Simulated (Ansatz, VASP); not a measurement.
Ga2SnO4: VASP beside Ansatz

The input INCAR:

```
ALGO = Normal ; EDIFF = 1E-6
EDIFFG = -0.08 ; ENCUT = 600
GGA = PE ; IBRION = 2
ISIF = 3 ; ISMEAR = 0
LASPH = T ; LCHARG = F
LREAL = F ; LWAVE = F
NELM = 60 ; NSW = 36
PREC = Accurate ; SIGMA = 0.15
```

KPOINTS

```
k-points
0
Gamma
  3 3 2
```

POSCAR

```
Ga2SnO4
1.0
    5.3500000000      0.0000000000      0.0000000000
   -2.6750000000      4.6332359100      0.0000000000
    0.0000000000      0.0000000000      8.7000000000
Ga Sn O
4 2 8
Direct
    0.6666666700      0.3333333300      0.9500000000
    0.6666666700      0.3333333300      0.5500000000
    0.3333333300      0.6666666700      0.4500000000
    0.3333333300      0.6666666700      0.0500000000
    0.0000000000      0.0000000000      0.2500000000
    0.0000000000      0.0000000000      0.7500000000
    0.6666666700      0.3333333300      0.7500000000
    0.6400000000      0.6400000000      0.0000000000
    0.3333333300      0.6666666700      0.2500000000
    0.6400000000      0.0000000000      0.5000000000
    0.3600000000      0.3600000000      0.5000000000
    0.3600000000      0.0000000000      0.0000000000
    0.0000000000      0.6400000000      0.5000000000
    0.0000000000      0.3600000000      0.0000000000
```

Input for Ansatz:

```yaml
crystal:
  lattice:
    - [5.35, 0.0, 0.0]
    - [-2.675, 4.63323591, 0.0]
    - [0.0, 0.0, 8.7]
  atoms:
    - { symbol: Ga, position: [0.66666667, 0.33333333, 0.95] }
    - { symbol: Ga, position: [0.66666667, 0.33333333, 0.55] }
    - { symbol: Ga, position: [0.33333333, 0.66666667, 0.45] }
    - { symbol: Ga, position: [0.33333333, 0.66666667, 0.05] }
    - { symbol: Sn, position: [0.0, 0.0, 0.25] }
    - { symbol: Sn, position: [0.0, 0.0, 0.75] }
    - { symbol: O, position: [0.66666667, 0.33333333, 0.75] }
    - { symbol: O, position: [0.64, 0.64, 0.0] }
    - { symbol: O, position: [0.33333333, 0.66666667, 0.25] }
    - { symbol: O, position: [0.64, 0.0, 0.5] }
    - { symbol: O, position: [0.36, 0.36, 0.5] }
    - { symbol: O, position: [0.36, 0.0, 0.0] }
    - { symbol: O, position: [0.0, 0.64, 0.5] }
    - { symbol: O, position: [0.0, 0.36, 0.0] }
basis:
  ecutwfc: 420
kpoints:
  mp_grid: { grid: [3, 3, 2] }
hamiltonian:
  xc: pbe
scf:
  occupations: { method: gaussian, width: 0.15 }
  lower_state_search: "off"
output:
  forces: true
  stress: true
  eigenvalues: true
relax:
  adjacent_minimum: "off"
  f_tol: 0.08
  max_steps: 16
  cell: { stress_tol: 0.8 }
```

Alike in both runs: task relaxation of cell and atoms; functional PBE; k mesh 3 × 3 × 2; occupations gaussian, width 0.15 eV; no spin polarisation.

|  | VASP | Ansatz |
| --- | --- | --- |
| version | VASP 6.6.1 | Ansatz 0.2.0 |
| potentials or method | VASP PAW PBE potentials, release 64 (Ga_d, Sn_d, O), cutoff 600 eV | scalar-relativistic, plane waves, PAW |
| valence electrons in the cell | 128 | 128 |

|  | VASP | Ansatz | Ansatz less VASP |
| --- | --- | --- | --- |
| gap on the k mesh at the Fermi level, each at its own relaxed structure (eV) | 2.63 | 2.64 | +0.008 |
| relaxed volume (Å³/atom) | 15.39 | 15.38 | -0.013 |
| relaxed cell length with the largest relative difference (Å) | 8.920 | 8.894 | -0.0260 |

The k mesh is coarse, so the values compare programs but aren't converged.
